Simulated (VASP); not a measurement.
**Ti2Te3Pt: single point with PBE**

Crystal: Ti2Te3Pt.

```xyz
6
Lattice="6.1503 0.0000 0.0000 -3.0752 5.3263 0.0000 0.0000 0.0000 4.3321" Properties=species:S:1:pos:R:3 pbc="T T T"
Ti    3.0752    1.7754    4.1926
Ti    0.0000    3.5509    4.1926
Te    1.5376    2.6632    2.0416
Te    3.0752    0.0000    2.0416
Te   -1.5376    2.6632    2.0416
Pt    0.0000    0.0000    3.6572
```

The cell was built from a structure type or drawn by symmetry, and may not be a known phase.

```
Program                : VASP 6.6.1
Task                   : single point
Functional             : PBE
Potentials or basis    : VASP PAW PBE potentials, release 64 (Ti_sv, Te, Pt)
Cutoff                 : 520 eV
k mesh                 : 6 × 6 × 10
Occupations            : gaussian, width 0.1 eV
Spin                   : no spin polarisation
Dipole correction      : no
Further INCAR settings : ALGO = Normal; EDIFF = 1e-06; NBANDS = 35
```

```json
{"Pressure": "0.0 GPa", "Band gap on the k mesh": "zero (bands 26 and 27 overlap by 0.61 eV)"}
```

Levels at points of the mesh, in eV from the Fermi level:
| k point | band 24 | band 25 | band 26 | band 27 | band 28 | band 29 |
| --- | --- | --- | --- | --- | --- | --- |
| (0.00, 0.00, 0.00) | -0.03 | -0.03 | 0.05 | 0.05 | 0.16 | 0.16 |
| (0.50, 0.00, 0.00) | -0.92 | -0.44 | -0.12 | 0.09 | 0.61 | 0.66 |
| (0.00, 0.00, 0.50) | -0.60 | -0.58 | -0.47 | 0.44 | 0.44 | 0.57 |
| (0.50, 0.00, 0.50) | -0.80 | -0.65 | -0.25 | -0.19 | -0.08 | 0.62 |

Run time: 2.1 min on 1 thread of Intel(R) Xeon(R) 6975P-C (Granite Rapids), with other jobs on the host, peak memory 0.37 GiB.

Caveat: spin-orbit coupling is left out, which moves the levels of the heavy elements.
